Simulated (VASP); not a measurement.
Wanted: the native input for a VASP 6.6.1 run.

| Quantity | Value |
| --- | --- |
| Task | single point |
| Functional | PBE |
| Potentials or basis | VASP PAW PBE potentials, release 64 (Ti_sv, Si) |
| Cutoff | 520 eV |
| k mesh | 8 × 8 × 8 |
| Occupations | fermi-dirac, width 0.05 eV |
| Spin | no spin polarisation |
| Dipole correction | no |
| Further INCAR settings | ALGO = Normal; EDIFF = 1e-07; NBANDS = 29 |

The structure of TiSi2 lies in POSCAR:

```
TiSi2
1.0
    1.7651050250     -6.7592815350      0.0000000000
    1.7651050250      6.7592815350      0.0000000000
    0.0000000000      0.0000000000      3.5651739700
Ti Si
2 4
Direct
    0.1002470000      0.9005650000      0.2609320000
    0.8933300000      0.1052870000      0.7662920000
    0.7562150000      0.2515650000      0.2505730000
    0.2370070000      0.7422680000      0.7436270000
    0.4448900000      0.5558850000      0.2548310000
    0.5499490000      0.4331500000      0.7490760000
```

This cell differs from its parent crystal: atoms moved at random.

These files were run (other wordings do the same):

INCAR

```
SYSTEM = TiSi2
  PREC = Accurate
  ENCUT = 520
  EDIFF = 1E-7
  ISMEAR = -1
  SIGMA = 0.05
  LREAL = .FALSE.
  LASPH = .TRUE.
  NELM = 100
  ALGO = Normal
  ISIF = 2
  LWAVE = .FALSE.
  LCHARG = .TRUE.
  GGA = PE
  LELF = .TRUE.
  LVHAR = .TRUE.
  NBANDS = 29
```

KPOINTS

```
regular mesh
0
G
  8 8 8
  0 0 0
```

Potentials or basis: VASP PAW PBE potentials, release 64 (Ti_sv, Si).

Launch:

```console
$ cat potpaw_PBE.64/Ti_sv/POTCAR potpaw_PBE.64/Si/POTCAR > POTCAR
$ mpirun -np 1 vasp_std > vasp.out
```

Results of the run:

The pressure is 2.3 GPa, the largest force is 0.713 eV/Å and the band gap on the k mesh is zero (bands 20 and 21 overlap by 0.94 eV).

Caveat: the cell differs from its parent crystal (atoms moved at random).

Wall time 39 min on 1 thread of AMD EPYC 7571, on a shared host, peak memory 0.62 GiB.
